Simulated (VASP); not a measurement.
# CuO (C2/c) in VASP: further runs

The runs below take CuO through single point, with PBE+U.

Program: VASP 6.6.1. These are calculated values, not measurements. Logs are shortened: lines on timing, memory, paths and dates and some standing lists are left out, and cuts for length are marked.

## 1. The cell of the first run

Symmetry: C2/c, No. 15, monoclinic system. Conventional cell: a = 4.684 Å, b = 3.423 Å, c = 5.129 Å, α = 90.00°, β = 99.54°, γ = 90.00°. Within 2.6 Å of Cu (site symmetry -1) lie 4 O at 1.95 to 1.96 Å. Within 3.0 Å of O (site symmetry 2) lie 6 Cu at 1.95 to 2.78 Å and 6 O at 2.62 to 2.90 Å.

## 2. Single point, PBE+U, collinear spin, zero start

INCAR

```
SYSTEM = CuO
  PREC = Accurate
  ENCUT = 700
  EDIFF = 1E-6
  ISMEAR = 0
  SIGMA = 0.05
  LREAL = .FALSE.
  LASPH = .TRUE.
  NELM = 200
  ALGO = Normal
  ISIF = 2
  LWAVE = .FALSE.
  LCHARG = .TRUE.
  ISPIN = 2
  MAGMOM = 0 0 0 0
  LORBIT = 11
  LMAXMIX = 4
  LDAU = .TRUE.
  LDAUTYPE = 2
  LDAUL = 2 -1
  LDAUU = 5 0
  LDAUJ = 0 0
  LDAUPRINT = 1
  GGA = PE
  LELF = .TRUE.
  LVHAR = .TRUE.
  NBANDS = 37
  GGA_COMPAT = .FALSE.
```

KPOINTS

```
regular mesh
0
G
  7 7 4
  0 0 0
```

POSCAR

```
CuO
1.0
    2.3418496200     -1.7112997200      0.0000000000
    2.3418496200      1.7112997200      0.0000000000
   -0.8500298600      0.0000000000      5.0578691900
Cu O
2 2
Direct
    0.0000000000      0.5000000000      0.0000000000
    0.5000000000      0.0000000000      0.5000000000
    0.5816000000      0.4184000000      0.2500000000
    0.4184000000      0.5816000000      0.7500000000
```

Potentials or basis: VASP PAW PBE potentials, release 64 (Cu_sv_GW, O).

On the command line:

```bash
$ cat potpaw_PBE.64/Cu_sv_GW/POTCAR potpaw_PBE.64/O/POTCAR > POTCAR
$ mpirun -np 1 vasp_std > vasp.out
```

OUTCAR:

```text
SYSTEM = CuO
   PREC = Accurate
   ENCUT = 700
   EDIFF = 1E-6
   ISMEAR = 0
   LREAL = .FALSE.
   LASPH = .TRUE.
   NELM = 200
   ISIF = 2
   ISPIN = 2
   LORBIT = 11
   GGA = PE

 ion  position               nearest neighbor table
   1  0.000  0.500  0.000-   3 1.95   4 1.95   4 1.96   3 1.96
   2  0.500  0.000  0.500-   4 1.95   3 1.95   4 1.96   3 1.96
   3  0.582  0.418  0.250-   2 1.95   1 1.95   2 1.96   1 1.96
   4  0.418  0.582  0.750-   1 1.95   2 1.95   2 1.96   1 1.96

  LATTYP: Found a base centered monoclinic cell.
 ALAT       =     4.6836992400
 B/A-ratio  =     0.7307470580
 C/A-ratio  =     1.0950319264
 COS(beta)  =    -0.1657365907

  Lattice vectors:

 A1 = (   2.3418496200,  -1.7112997200,   0.0000000000)
 A2 = (   2.3418496200,   1.7112997200,   0.0000000000)
 A3 = (  -0.8500298600,   0.0000000000,   5.0578691900)

Analysis of symmetry for initial positions (statically):
=====================================================================
 Subroutine PRICEL returns:
 Original cell was already a primitive cell.

 Routine SETGRP: Setting up the symmetry group for a
 base centered monoclinic supercell.

 Subroutine GETGRP returns: Found  4 space group operations
 (whereof  2 operations were pure point group operations)
 out of a pool of  4 trial point group operations.

The static configuration has the point symmetry S_2 .
 The point group associated with its full space group is C_2h.

Analysis of symmetry for dynamics (positions and initial velocities):
=====================================================================
 Subroutine PRICEL returns:
 Original cell was already a primitive cell.

 Routine SETGRP: Setting up the symmetry group for a
 base centered monoclinic supercell.

 Subroutine GETGRP returns: Found  4 space group operations
 (whereof  2 operations were pure point group operations)
 out of a pool of  4 trial point group operations.

The dynamic configuration has the point symmetry S_2 .
 The point group associated with its full space group is C_2h.

Analysis of structural, dynamic, and magnetic symmetry:
=====================================================================
 Subroutine PRICEL returns:
 Original cell was already a primitive cell.

 Routine SETGRP: Setting up the symmetry group for a
 base centered monoclinic supercell.

 Subroutine GETGRP returns: Found  4 space group operations
 (whereof  2 operations were pure point group operations)
 out of a pool of  4 trial point group operations.

The overall configuration has the point symmetry S_2 .
 The point group associated with its full space group is C_2h.

 Subroutine INISYM returns: Found  4 space group operations
 (whereof  2 operations are pure point group operations),
 and found     1 'primitive' translations

----------------------------------------------------------------------------------------

[... 151 lines left out ...]
 -0.0028 -0.0287 -0.0009  0.0374  0.9308

spin component  2

  0.9271 -0.0145  0.0108  0.0094 -0.0028
 -0.0145  0.8747  0.0010  0.0906 -0.0287
  0.0108  0.0010  0.9463 -0.0011 -0.0010
  0.0094  0.0906 -0.0011  0.8233  0.0374
 -0.0028 -0.0287 -0.0010  0.0374  0.9308

 occupancies and eigenvectors

  o =  0.7415  v =  0.0889  0.5851 -0.0105 -0.7690  0.2416  0.0000  0.0000  0.0000  0.0000  0.0000      0.0000  0.0000  0.0000  0.0000  0.0000  0.0000  0.0000  0.0000  0.0000  0.0000
  o =  0.7415  v =  0.0000  0.0000  0.0000  0.0000  0.0000  0.0889  0.5851 -0.0105 -0.7690  0.2416      0.0000  0.0000  0.0000  0.0000  0.0000  0.0000  0.0000  0.0000  0.0000  0.0000
  o =  0.9221  v =  0.0000  0.0000  0.0000  0.0000  0.0000  0.8788  0.1592 -0.3928  0.1999 -0.0900      0.0000  0.0000  0.0000  0.0000  0.0000  0.0000  0.0000  0.0000  0.0000  0.0000
  o =  0.9221  v =  0.8788  0.1592 -0.3928  0.1999 -0.0899  0.0000  0.0000  0.0000  0.0000  0.0000      0.0000  0.0000  0.0000  0.0000  0.0000  0.0000  0.0000  0.0000  0.0000  0.0000
  o =  0.9422  v = -0.0288 -0.2321 -0.1904 -0.4426 -0.8445  0.0000  0.0000  0.0000  0.0000  0.0000      0.0000  0.0000  0.0000  0.0000  0.0000  0.0000  0.0000  0.0000  0.0000  0.0000
  o =  0.9422  v =  0.0000  0.0000  0.0000  0.0000  0.0000 -0.0294 -0.2306 -0.1903 -0.4418 -0.8453      0.0000  0.0000  0.0000  0.0000  0.0000  0.0000  0.0000  0.0000  0.0000  0.0000
  o =  0.9443  v = -0.1213  0.7196  0.3217  0.3825 -0.4666  0.0000  0.0000  0.0000  0.0000  0.0000      0.0000  0.0000  0.0000  0.0000  0.0000  0.0000  0.0000  0.0000  0.0000  0.0000
  o =  0.9443  v =  0.0000  0.0000  0.0000  0.0000  0.0000 -0.1213  0.7200  0.3220  0.3833 -0.4650      0.0000  0.0000  0.0000  0.0000  0.0000  0.0000  0.0000  0.0000  0.0000  0.0000
  o =  0.9521  v = -0.4519  0.2463 -0.8402  0.1629  0.0517  0.0000  0.0000  0.0000  0.0000  0.0000      0.0000  0.0000  0.0000  0.0000  0.0000  0.0000  0.0000  0.0000  0.0000  0.0000
  o =  0.9521  v =  0.0000  0.0000  0.0000  0.0000  0.0000 -0.4518  0.2464 -0.8401  0.1632  0.0523      0.0000  0.0000  0.0000  0.0000  0.0000  0.0000  0.0000  0.0000  0.0000  0.0000

atom =   2  type =  1  l = 2

 onsite density matrix

spin component  1

  0.9271 -0.0145 -0.0108 -0.0094  0.0028
 -0.0145  0.8747 -0.0010 -0.0907  0.0287
 -0.0108 -0.0010  0.9463 -0.0011 -0.0009
 -0.0094 -0.0907 -0.0011  0.8233  0.0374
  0.0028  0.0287 -0.0009  0.0374  0.9308

spin component  2

  0.9271 -0.0145 -0.0108 -0.0094  0.0028
 -0.0145  0.8747 -0.0010 -0.0906  0.0287
 -0.0108 -0.0010  0.9463 -0.0011 -0.0010
 -0.0094 -0.0906 -0.0011  0.8233  0.0374
  0.0028  0.0287 -0.0010  0.0374  0.9308

 occupancies and eigenvectors

  o =  0.7415  v = -0.0889 -0.5851 -0.0105 -0.7690  0.2416  0.0000  0.0000  0.0000  0.0000  0.0000      0.0000  0.0000  0.0000  0.0000  0.0000  0.0000  0.0000  0.0000  0.0000  0.0000
  o =  0.7415  v =  0.0000  0.0000  0.0000  0.0000  0.0000 -0.0889 -0.5851 -0.0105 -0.7690  0.2416      0.0000  0.0000  0.0000  0.0000  0.0000  0.0000  0.0000  0.0000  0.0000  0.0000
  o =  0.9221  v =  0.0000  0.0000  0.0000  0.0000  0.0000  0.8788  0.1592  0.3928 -0.1999  0.0900      0.0000  0.0000  0.0000  0.0000  0.0000  0.0000  0.0000  0.0000  0.0000  0.0000
  o =  0.9221  v =  0.8788  0.1592  0.3928 -0.1999  0.0899  0.0000  0.0000  0.0000  0.0000  0.0000      0.0000  0.0000  0.0000  0.0000  0.0000  0.0000  0.0000  0.0000  0.0000  0.0000
  o =  0.9422  v =  0.0288  0.2321 -0.1904 -0.4426 -0.8445  0.0000  0.0000  0.0000  0.0000  0.0000      0.0000  0.0000  0.0000  0.0000  0.0000  0.0000  0.0000  0.0000  0.0000  0.0000
  o =  0.9422  v =  0.0000  0.0000  0.0000  0.0000  0.0000  0.0294  0.2306 -0.1903 -0.4418 -0.8453      0.0000  0.0000  0.0000  0.0000  0.0000  0.0000  0.0000  0.0000  0.0000  0.0000
  o =  0.9443  v =  0.1213 -0.7196  0.3217  0.3825 -0.4666  0.0000  0.0000  0.0000  0.0000  0.0000      0.0000  0.0000  0.0000  0.0000  0.0000  0.0000  0.0000  0.0000  0.0000  0.0000
  o =  0.9443  v =  0.0000  0.0000  0.0000  0.0000  0.0000  0.1213 -0.7200  0.3220  0.3833 -0.4650      0.0000  0.0000  0.0000  0.0000  0.0000  0.0000  0.0000  0.0000  0.0000  0.0000
  o =  0.9521  v = -0.4519  0.2463  0.8402 -0.1629 -0.0517  0.0000  0.0000  0.0000  0.0000  0.0000      0.0000  0.0000  0.0000  0.0000  0.0000  0.0000  0.0000  0.0000  0.0000  0.0000
  o =  0.9521  v =  0.0000  0.0000  0.0000  0.0000  0.0000 -0.4518  0.2464  0.8401 -0.1632 -0.0523      0.0000  0.0000  0.0000  0.0000  0.0000  0.0000  0.0000  0.0000  0.0000  0.0000

 number of electron      49.9999994 magnetization      -0.0001480

 Free energy of the ion-electron system (eV)
  ---------------------------------------------------
  ext. energy  EPLUGINS =         0.00000000
  ---------------------------------------------------
  free energy    TOTEN  =       -15.29620254 eV

  energy without entropy =      -15.29260861  energy(sigma->0) =      -15.29440557

 E-fermi :   5.4407     XC(G=0): -12.2154

 val. band max:        5.4171558868   @ k =  -0.4286   0.1429   0.2500
 cond. band min:       5.4457749499   @ k =  -0.1429   0.0000   0.2500
 fundamental gap:      0.0286190630
 Fermi energy:         5.4406791073

 spin component 1

 k-point     1 :       0.0000    0.0000    0.0000
  band No.  band energies     occupation
      1    -105.9051      1.00000
      2    -105.9044      1.00000
      3     -63.4918      1.00000
      4     -63.4903      1.00000
      5     -63.4709      1.00000
      6     -63.4624      1.00000
[... 1913 lines left out ...]
     36      24.0172      0.00000
     37      25.8014      0.00000

 [... further k-points ...]

------------------------ aborting loop because EDIFF is reached ----------------------------------------

  FORCE on cell =-STRESS in cart. coord.  units (eV):
  Direction    XX          YY          ZZ          XY          YZ          ZX
  --------------------------------------------------------------------------------------
  -------------------------------------------------------------------------------------
  Total        0.6604943      0.7031389      0.4107993      0.0000000      0.0000000     -0.2424852
  in kB       26.1033949     27.7887531     16.2351971      0.0000000      0.0000000     -9.5832573
  external PRESSURE =      23.3757817 kB  Pullay stress =       0.0000000 kB

 VOLUME and BASIS-vectors are now :
 -----------------------------------------------------------------------------
  energy-cutoff  :      700.00
  volume of cell :       40.54
      direct lattice vectors                 reciprocal lattice vectors
     2.341849620 -1.711299720  0.000000000     0.213506451 -0.292175587  0.035882078
     2.341849620  1.711299720  0.000000000     0.213506451  0.292175587  0.035882078
    -0.850029860  0.000000000  5.057869190     0.000000000  0.000000000  0.197711717

 POSITION                                       TOTAL-FORCE (eV/Angst)
 -----------------------------------------------------------------------------------
      1.17092      0.85565      0.00000        -0.000000      0.000000      0.000000
      0.74591     -0.85565      2.52893        -0.000000      0.000000      0.000000
      2.12934     -0.27928      1.26447        -0.000000      0.196618      0.000000
      1.70433      0.27928      3.79340         0.000000     -0.196618     -0.000000
 -----------------------------------------------------------------------------------
    total drift:                                0.000000      0.000000      0.000000

  FREE ENERGIE OF THE ION-ELECTRON SYSTEM (eV)
  ---------------------------------------------------
  free  energy   TOTEN  =       -15.2962025413 eV

  energy  without entropy=      -15.2926086061  energy(sigma->0) =      -15.29440557

 total charge

# of ion       s       p       d       f       tot
--------------------------------------------------
    1        2.228   6.361   8.977   0.012  17.578
    2        2.228   6.361   8.977   0.012  17.578
    3        1.573   3.382   0.000   0.000   4.955
    4        1.573   3.382   0.000   0.000   4.955
--------------------------------------------------
tot          7.602  19.487  17.954   0.024  45.067

 magnetization (x)

# of ion       s       p       d       f       tot
--------------------------------------------------
    1       -0.000  -0.000  -0.000   0.000  -0.000
    2       -0.000  -0.000  -0.000   0.000  -0.000
    3       -0.000  -0.000   0.000   0.000  -0.000
    4       -0.000  -0.000   0.000   0.000  -0.000
--------------------------------------------------
tot         -0.000  -0.000  -0.000   0.000  -0.000
```

Run time: 7.8 min. Hardware: 1 thread of Intel Xeon Platinum 8488C (Sapphire Rapids), shared host; peak memory 0.37 GiB.

What came out:

- Free energy: -15.2962 eV
- Pressure: 2.3 GPa
- Largest force: 0.197 eV/Å
- Band gap on the k mesh: zero (filled and empty bands overlap)
- Net moment: 0.00 μB per cell
- Valence electrons inside the program's atomic spheres: Cu 17.58; O 4.96

Forces on the atoms (eV/Å):
```
Cu   0.000  0.000  0.000
Cu   0.000  0.000  0.000
O    0.000  0.197  0.000
O    0.000 -0.197  0.000
```

Stress tensor (GPa, compression positive):
```
 2.61  0.00 -0.96
 0.00  2.78  0.00
-0.96  0.00  1.62
```

Eigenvalues of the final occupation matrices:
```csv
site,spin,trace,eigenvalues
site 1 d,1,4.50,0.74 0.92 0.94 0.94 0.95
site 1 d,2,4.50,0.74 0.92 0.94 0.94 0.95
site 2 d,1,4.50,0.74 0.92 0.94 0.94 0.95
site 2 d,2,4.50,0.74 0.92 0.94 0.94 0.95
```

## 3. Single point, PBE+U, collinear spin, ferromagnetic start

INCAR

```
ALGO = Normal
EDIFF = 1E-6
ENCUT = 700
GGA = PE
GGA_COMPAT = F
ISIF = 2
ISMEAR = 0
ISPIN = 2
LASPH = T
LCHARG = T
LDAU = T
LDAUJ = 0 0
LDAUL = 2 -1
LDAUPRINT = 1
LDAUTYPE = 2
LDAUU = 5 0
LELF = T
LMAXMIX = 4
LORBIT = 11
LREAL = F
LVHAR = T
LWAVE = F
MAGMOM = 0.69 0.69 0.36 0.36
NBANDS = 37
NELM = 200
PREC = Accurate
SIGMA = 0.05
```

KPOINTS

```
k-points
0
Gamma
  7 7 4
```

POSCAR is that of step 2.

Potentials or basis: VASP PAW PBE potentials, release 64 (Cu_sv_GW, O).

On the command line:

```bash
$ cat potpaw_PBE.64/Cu_sv_GW/POTCAR potpaw_PBE.64/O/POTCAR > POTCAR
$ mpirun -np 1 vasp_std > vasp.out
```

Run time: 3.5 min. Hardware: 1 thread of Intel Xeon 6975P-C (Granite Rapids), shared host; peak memory 0.37 GiB.

Results (log left out):

```
Free energy                                           : -15.8961 eV
Pressure                                              : 4.2 GPa
Largest force                                         : 0.021 eV/Å
Band gap on the k mesh                                : 0.71 eV (least direct gap 0.73 eV)
Net moment                                            : 2.00 μB per cell
Site moments                                          : Cu +0.72; O +0.26 μB
Valence electrons inside the program's atomic spheres : Cu 17.49; O 5.01
```

Forces on the atoms (eV/Å):
```
Cu   0.000  0.000  0.000
Cu   0.000  0.000  0.000
O    0.000 -0.021  0.000
O    0.000  0.021  0.000
```

Stress tensor (GPa, compression positive):
```
3.63 0.00 0.30
0.00 4.08 0.00
0.30 0.00 4.93
```

Levels at points of the mesh, in eV from the valence-band top:
Spin up:
```csv
k point,band 24,band 25,band 26,band 27,band 28,band 29
"(0.00, 0.00, 0.00)",-2.23,-0.61,-0.07,1.64,6.32,8.29
"(0.00, 0.00, 0.50)",-2.00,-0.73,-0.73,4.01,4.01,11.86
```
Spin down:
| k point | band 22 | band 23 | band 24 | band 25 | band 26 | band 27 |
| --- | --- | --- | --- | --- | --- | --- |
| (0.00, 0.00, 0.00) | -2.26 | -2.19 | -1.73 | 1.65 | 1.98 | 2.59 |
| (0.00, 0.00, 0.50) | -3.17 | -1.52 | -1.52 | 1.99 | 1.99 | 4.30 |

Eigenvalues of the final occupation matrices:
```
    site  spin  trace               eigenvalues
site 1 d     1   4.80  0.94 0.95 0.95 0.96 0.99
site 1 d     2   4.08  0.30 0.93 0.95 0.95 0.96
site 2 d     1   4.80  0.94 0.95 0.95 0.96 0.99
site 2 d     2   4.08  0.30 0.93 0.95 0.95 0.96
```

Caveat: the cell stands under pressure; an odd mesh through Γ misses points on the zone boundary, where band edges can lie.
